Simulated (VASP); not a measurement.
# Mg2CdS3 (P-3m1) in VASP: a series of runs

Aim: see how the results for Mg2CdS3 move with the level of theory and the settings. Levels: PBE, LDA. Tasks: single point.

Program: VASP 6.6.1. These are calculated values, not measurements. Logs are shortened: lines on timing, memory, paths and dates and some standing lists are left out, and cuts for length are marked.

### 1 The cell of the first run

The structure is trigonal, space group P-3m1 (No. 164). The conventional cell has a = 3.764 Å, b = 3.764 Å, c = 9.233 Å, α = 90.00°, β = 90.00°, γ = 120.00°. Mg (site symmetry 3m) has 6 S at 2.63 to 2.64 Å within 3.5 Å. Cd (site symmetry -3m) has 6 S at 2.72 Å within 3.6 Å. S (site symmetry -3m) has 6 Mg at 2.64 Å within 3.5 Å. Within 3.5 Å of S (site symmetry 3m) lie 3 Mg at 2.63 Å and 3 Cd at 2.72 Å.

### 2 Single point, PBE

Contents of INCAR:

```
PREC = Accurate ; ENCUT = 520
EDIFF = 1E-6 ; ISMEAR = 0
SIGMA = 0.02 ; LREAL = False
LASPH = True ; NELM = 80
ALGO = Normal ; ISIF = 2
LWAVE = False ; LCHARG = False
GGA = PE ; NBANDS = 26
```

Contents of KPOINTS:

```
regular mesh
0
Gamma
  12 12 4
```

Contents of POSCAR:

```
Mg2CdS3
1.0
    3.7640498190      0.0000000000      0.0000000000
   -1.8820249095      3.2597627644      0.0000000000
    0.0000000000      0.0000000000      9.2328715362
Mg Cd S
2 1 3
Direct
    0.3333333333      0.6666666667      0.6620651728
    0.6666666667      0.3333333333      0.3379348272
    0.0000000000      0.0000000000      0.0000000000
    0.0000000000      0.0000000000      0.5000000000
    0.3333333333      0.6666666667      0.1779025314
    0.6666666667      0.3333333333      0.8220974686
```

Potentials or basis: VASP PAW PBE potentials, release 64 (Mg, Cd, S).

Run with:

```console
cat potpaw_PBE.64/Mg/POTCAR potpaw_PBE.64/Cd/POTCAR potpaw_PBE.64/S/POTCAR > POTCAR
mpirun -np 1 vasp_std > vasp.out
```

OUTCAR:

```text
PREC = Accurate
   ENCUT = 520
   EDIFF = 1E-6
   ISMEAR = 0
   LREAL = False
   LASPH = True
   NELM = 80
   ISIF = 2
   GGA = PE

 ion  position               nearest neighbor table
   1  0.333  0.667  0.662-   6 2.63   6 2.63   6 2.63   4 2.64   4 2.64   4 2.64
   2  0.667  0.333  0.338-   5 2.63   5 2.63   5 2.63   4 2.64   4 2.64   4 2.64
   3  0.000  0.000  0.000-   5 2.72   6 2.72   6 2.72   5 2.72   6 2.72   5 2.72
   4  0.000  0.000  0.500-   1 2.64   2 2.64   2 2.64   1 2.64   2 2.64   1 2.64
   5  0.333  0.667  0.178-   2 2.63   2 2.63   2 2.63   3 2.72   3 2.72   3 2.72
   6  0.667  0.333  0.822-   1 2.63   1 2.63   1 2.63   3 2.72   3 2.72   3 2.72

  LATTYP: Found a hexagonal cell.
 ALAT       =     3.7640498190
 C/A-ratio  =     2.4529089625

  Lattice vectors:

 A1 = (   3.7640498190,   0.0000000000,   0.0000000000)
 A2 = (  -1.8820249095,   3.2597627644,   0.0000000000)
 A3 = (   0.0000000000,   0.0000000000,   9.2328715362)

Analysis of symmetry for initial positions (statically):
=====================================================================
 Subroutine PRICEL returns:
 Original cell was already a primitive cell.

 Routine SETGRP: Setting up the symmetry group for a
 hexagonal supercell.

 Subroutine GETGRP returns: Found 12 space group operations
 (whereof 12 operations were pure point group operations)
 out of a pool of 24 trial point group operations.

The static configuration has the point symmetry D_3d.

Analysis of symmetry for dynamics (positions and initial velocities):
=====================================================================
 Subroutine PRICEL returns:
 Original cell was already a primitive cell.

 Routine SETGRP: Setting up the symmetry group for a
 hexagonal supercell.

 Subroutine GETGRP returns: Found 12 space group operations
 (whereof 12 operations were pure point group operations)
 out of a pool of 24 trial point group operations.

The dynamic configuration has the point symmetry D_3d.

 Subroutine INISYM returns: Found 12 space group operations
 (whereof 12 operations are pure point group operations),
 and found     1 'primitive' translations

----------------------------------------------------------------------------------------

                                     Primitive cell

  volume of cell :     113.2865

  direct lattice vectors                    reciprocal lattice vectors
     3.764049819  0.000000000  0.000000000     0.265671298  0.153385395  0.000000000
    -1.882024909  3.259762764  0.000000000     0.000000000  0.306770790  0.000000000
     0.000000000  0.000000000  9.232871536     0.000000000  0.000000000  0.108308666

  length of vectors
     3.764049819  3.764049819  9.232871536     0.306770790  0.306770790  0.108308666

  position of ions in fractional coordinates (direct lattice)
     0.333333333  0.666666667  0.662065173
     0.666666667  0.333333333  0.337934827
     0.000000000  0.000000000  0.000000000
     0.000000000  0.000000000  0.500000000
     0.333333333  0.666666667  0.177902531
     0.666666667  0.333333333  0.822097469

  ion indices of the primitive-cell ions
   primitive index   ion index
                 1           1
                 2           2
                 3           3
                 4           4
                 5           5
                 6           6

----------------------------------------------------------------------------------------

 KPOINTS: regular mesh

Automatic generation of k-mesh.
 Grid dimensions read from file:
 generate k-points for:   12   12    4

 Generating k-lattice:

  Cartesian coordinates                     Fractional coordinates (reciprocal lattice)
     0.022139275  0.012782116  0.000000000     0.083333333 -0.000000000  0.000000000
     0.000000000  0.025564233  0.000000000     0.000000000  0.083333333  0.000000000
     0.000000000  0.000000000  0.027077167     0.000000000  0.000000000  0.250000000

  Length of vectors
     0.025564233  0.025564233  0.027077167

  Shift w.r.t. Gamma in fractional coordinates (k-lattice)
     0.000000000  0.000000000  0.000000000

 Subroutine IBZKPT returns following result:
 ===========================================

 Found     69 irreducible k-points:

 Following reciprocal coordinates:
            Coordinates               Weight
  0.000000  0.000000  0.000000      1.000000
  0.083333 -0.000000  0.000000      6.000000
  0.166667  0.000000  0.000000      6.000000
  0.250000  0.000000  0.000000      6.000000
  0.333333 -0.000000  0.000000      6.000000
  0.416667 -0.000000  0.000000      6.000000
[... 16 lines left out ...]
  0.166667  0.000000  0.250000      6.000000
  0.000000  0.166667  0.250000      6.000000
 [... further k-points ...]
   k-points           NKPTS =     69   k-points in BZ     NKDIM =     69   number of bands    NBANDS=     26
   number of dos      NEDOS =    301   number of ions     NIONS =      6
   total plane-waves  NPLWV =  54880
   dimension x,y,z NGX =    28 NGY =   28 NGZ =   70
   dimension x,y,z NGXF=    56 NGYF=   56 NGZF=  140
   ions per type =               2   1   3
   NGX,Y,Z   is equivalent  to a cutoff of  12.37, 12.37, 12.60 a.u.
   NGXF,Y,Z  is equivalent  to a cutoff of  24.73, 24.73, 25.21 a.u.
 SYSTEM =  unknown system
   PREC   = accura    normal or accurate (medium, high low for compatibility)
   ISTART =      0    job   : 0-new  1-cont  2-samecut
   ICHARG =      2    charge: 1-file 2-atom 10-const
   ISPIN  =      1    spin polarized calculation?
   LNONCOLLINEAR =      F non collinear calculations
   LSORBIT =      F    spin-orbit coupling
   LASPH  =      T    aspherical Exc in radial PAW
   ENCUT  =  520.0 eV  38.22 Ry    6.18 a.u.   7.00  7.00 17.17*2*pi/ulx,y,z
   NELM   =     80;   NELMIN=  2; NELMDL= -5     # of ELM steps
   EDIFF  = 0.1E-05   stopping-criterion for ELM
   LREAL  =      F    real-space projection
[... 7 lines left out ...]
   TEBEG  =    0.0;   TEEND  =   0.0 temperature during run
   PSTRESS=    0.0 pullay stress
   NELECT =      34.0000    total number of electrons
   NUPDOWN=      -1.0000    fix difference up-down
   EMIN   =  10.00;   EMAX   =-10.00  energy-range for DOS
   EFERMI =   0.00;   METHOD = LEGACY
   ISMEAR =     0;   SIGMA  =   0.02  broadening in eV -4-tet -1-fermi 0-gaus
   EFERMI_NEDOS =   21; number of points for ismear=-14 and -15
   IALGO  =     38    algorithm
   IMIX   =      4    mixing-type and parameters
     AMIX     =   0.40;   BMIX     =  1.00
     AMIX_MAG =   1.60;   BMIX_MAG =  1.00
  volume/ion in A,a.u.               =      18.88       127.42
  Fermi-wavevector in a.u.,A,eV,Ry     =   1.096079  2.071288 16.345884  1.201389
  Thomas-Fermi vector in A             =   2.232414
   LORBIT       =      0    0 simple, 1 ext, 2 COOP (PROOUT), +10 PAW based schemes
   GGA     = PE    functional components
   LHFCALC =     F    Hartree Fock is set to
   AEXX    =    0.0000 exact exchange contribution
   IVDW    =     0    specifies the selected vdW correction
   LEPSILON=     F    determine dielectric tensor
   LRPA    =     F    only Hartree local field effects (RPA)
 non-spin polarized calculation
 Gauss-broadening in eV      SIGMA  =   0.02
  energy-cutoff  :      520.00
  volume of cell :      113.29
 maximum number of plane-waves:      3082
   NGX = 13   NGY = 13   NGZ = 35

 number of electron      34.0000011 magnetization

 Free energy of the ion-electron system (eV)
  ---------------------------------------------------
  ext. energy  EPLUGINS =         0.00000000
  ---------------------------------------------------
  free energy    TOTEN  =       -22.78388131 eV

  energy without entropy =      -22.78388131  energy(sigma->0) =      -22.78388131

 E-fermi :   3.4017     XC(G=0):  -9.8764

 val. band max:        3.2926194340   @ k =   0.0000   0.0000   0.5000
 cond. band min:       4.9748355410   @ k =   0.5000   0.0000   0.0000
 fundamental gap:      1.6822161070
 Fermi energy:         3.4017356087

 k-point     1 :       0.0000    0.0000    0.0000
  band No.  band energies     occupation
      1      -9.3290      2.00000
      2      -8.5464      2.00000
      3      -8.4297      2.00000
      4      -4.2860      2.00000
      5      -4.2860      2.00000
      6      -4.2458      2.00000
[... 18 lines left out ...]
     25      10.8035      0.00000
     26      11.5390      0.00000

 k-point     2 :       0.0833   -0.0000    0.0000
  band No.  band energies     occupation
      1      -9.2725      2.00000
      2      -8.5200      2.00000
      3      -8.3905      2.00000
      4      -4.2842      2.00000
      5      -4.2726      2.00000
      6      -4.2277      2.00000
[... 18 lines left out ...]
     25      11.0400      0.00000
     26      11.1840      0.00000

 k-point     3 :       0.1667    0.0000    0.0000
  band No.  band energies     occupation
      1      -9.1100      2.00000
      2      -8.4469      2.00000
      3      -8.2816      2.00000
      4      -4.2790      2.00000
      5      -4.2416      2.00000
      6      -4.1734      2.00000
[... 18 lines left out ...]
     25      10.8580      0.00000
     26      11.4614      0.00000

 k-point     4 :       0.2500    0.0000    0.0000
  band No.  band energies     occupation
      1      -8.8634      2.00000
      2      -8.3441      2.00000
      3      -8.1298      2.00000
      4      -4.2683      2.00000
      5      -4.2176      2.00000
      6      -4.1017      2.00000
[... 18 lines left out ...]
     25      10.7657      0.00000
     26      11.0367      0.00000
[... 496 lines left out ...]
      1      -9.2106      2.00000
      2      -8.7667      2.00000
      3      -8.1934      2.00000
      4      -4.2811      2.00000
      5      -4.2726      2.00000
      6      -4.2349      2.00000
[... 18 lines left out ...]
     25      10.8364      0.00000
     26      11.0756      0.00000

 k-point    23 :       0.1667    0.0000    0.2500
  band No.  band energies     occupation
      1      -9.0509      2.00000
      2      -8.6544      2.00000
      3      -8.1247      2.00000
      4      -4.2802      2.00000
      5      -4.2416      2.00000
      6      -4.1726      2.00000
[... 18 lines left out ...]
     25      10.8955      0.00000
     26      11.5348      0.00000

 k-point    24 :       0.0000    0.1667    0.2500
  band No.  band energies     occupation
      1      -9.0544      2.00000
      2      -8.6455      2.00000
      3      -8.1310      2.00000
      4      -4.2699      2.00000
      5      -4.2416      2.00000
      6      -4.1797      2.00000
[... 18 lines left out ...]
     25      10.8019      0.00000
     26      11.0193      0.00000

 [... further k-points ...]
[... 5 lines left out ...]
  --------------------------------------------------------------------------------------
  -------------------------------------------------------------------------------------
  Total       -0.0280776     -0.0280776     -0.0139452      0.0000000      0.0000000      0.0000000
  in kB       -0.3970937     -0.3970937     -0.1972232      0.0000000      0.0000000      0.0000000
  external PRESSURE =      -0.3304702 kB  Pullay stress =       0.0000000 kB

 VOLUME and BASIS-vectors are now :
 -----------------------------------------------------------------------------
  energy-cutoff  :      520.00
  volume of cell :      113.29
      direct lattice vectors                 reciprocal lattice vectors
     3.764049819  0.000000000  0.000000000     0.265671298  0.153385395  0.000000000
    -1.882024909  3.259762764  0.000000000     0.000000000  0.306770790  0.000000000
     0.000000000  0.000000000  9.232871536     0.000000000  0.000000000  0.108308666

 POSITION                                       TOTAL-FORCE (eV/Angst)
 -----------------------------------------------------------------------------------
     -0.00000      2.17318      6.11276        -0.000000     -0.000000     -0.002553
      1.88202      1.08659      3.12011         0.000000      0.000000      0.002553
      0.00000      0.00000      0.00000         0.000000      0.000000      0.000000
      0.00000      0.00000      4.61644         0.000000      0.000000      0.000000
     -0.00000      2.17318      1.64255         0.000000      0.000000      0.050630
      1.88202      1.08659      7.59032        -0.000000      0.000000     -0.050630
 -----------------------------------------------------------------------------------
    total drift:                               -0.000000     -0.000000      0.000000

  FREE ENERGIE OF THE ION-ELECTRON SYSTEM (eV)
  ---------------------------------------------------
  free  energy   TOTEN  =       -22.7838813143 eV

  energy  without entropy=      -22.7838813143  energy(sigma->0) =      -22.78388131
```

Run time: 82 s. Hardware: 1 thread of Intel Xeon 6975P-C (Granite Rapids), shared host; peak memory 0.34 GiB.

Results:

```yaml
Free_energy: -22.7839 eV
Pressure: 0.0 GPa
Largest_force: 0.051 eV/Å
Band_gap_on_the_k_mesh: 1.68 eV (least direct gap 2.29 eV)
```

Forces in eV/Å, atoms in the order of the input:
```
Mg   0.000  0.000 -0.003
Mg   0.000  0.000  0.003
Cd   0.000  0.000  0.000
S    0.000  0.000  0.000
S    0.000  0.000  0.051
S    0.000  0.000 -0.051
```

### 3 Single point, LDA

Contents of INCAR:

```
SYSTEM = Mg2CdS3
PREC     = Accurate       ! precision mode
ENCUT    = 520            ! plane-wave cutoff, eV
EDIFF    = 1E-6           ! SCF threshold, eV
ISMEAR   = 0              ! smearing method
SIGMA    = 0.02           ! smearing width, eV
LREAL    = .FALSE.        ! projectors in reciprocal space
LASPH    = .TRUE.         ! aspherical terms in the spheres
NELM     = 60             ! most SCF steps
ALGO     = Normal         ! electronic algorithm
ISIF     = 2              ! what is computed and relaxed
LWAVE    = .FALSE.        ! write WAVECAR
LCHARG   = .TRUE.         ! write CHGCAR
LELF     = .TRUE.         ! ELF
LVHAR    = .TRUE.       
NBANDS   = 26             ! bands
```

Contents of KPOINTS:

```
Automatic mesh
0
G
  12 12 4
  0 0 0
```

POSCAR is that of step 2.

Potentials or basis: VASP PAW LDA potentials, release 64 (Mg, Cd, S).

Run with:

```console
cat potpaw_LDA.64/Mg/POTCAR potpaw_LDA.64/Cd/POTCAR potpaw_LDA.64/S/POTCAR > POTCAR
mpirun -np 1 vasp_std > vasp.out
```

Wall time 82 s (1 thread of Intel Xeon 6975P-C (Granite Rapids), shared host); peak memory 0.32 GiB.

It converged, with:

```yaml
Free_energy: -26.2657 eV
Pressure: -5.3 GPa
Largest_force: 0.142 eV/Å
Band_gap_on_the_k_mesh: 1.46 eV (least direct gap 2.08 eV)
```

Forces in eV/Å, atoms in the order of the input:
```
Mg   0.000  0.000  0.034
Mg   0.000  0.000 -0.034
Cd   0.000  0.000  0.000
S    0.000  0.000  0.000
S    0.000  0.000 -0.142
S    0.000  0.000  0.142
```

Stress tensor (GPa, compression positive):
```
-5.22  0.00  0.00
 0.00 -5.22  0.00
 0.00  0.00 -5.55
```

Levels at points of the mesh, in eV from the valence-band top:
| k point | band 14 | band 15 | band 16 | band 17 | band 18 | band 19 | band 20 | band 21 |
| --- | --- | --- | --- | --- | --- | --- | --- | --- |
| (0.00, 0.00, 0.00) | -0.27 | -0.27 | -0.10 | -0.10 | 2.23 | 4.14 | 4.24 | 6.82 |
| (0.50, 0.00, 0.00) | -1.63 | -1.19 | -1.04 | -0.62 | 1.46 | 4.21 | 4.47 | 5.08 |
| (0.00, 0.00, 0.50) | -0.46 | -0.46 | 0.00 | 0.00 | 3.37 | 3.89 | 4.06 | 6.36 |
| (0.50, 0.00, 0.50) | -1.57 | -1.55 | -0.35 | -0.31 | 2.22 | 3.12 | 3.91 | 5.41 |

Caveat: the cell stands under tension. A k mesh can miss the band edges.
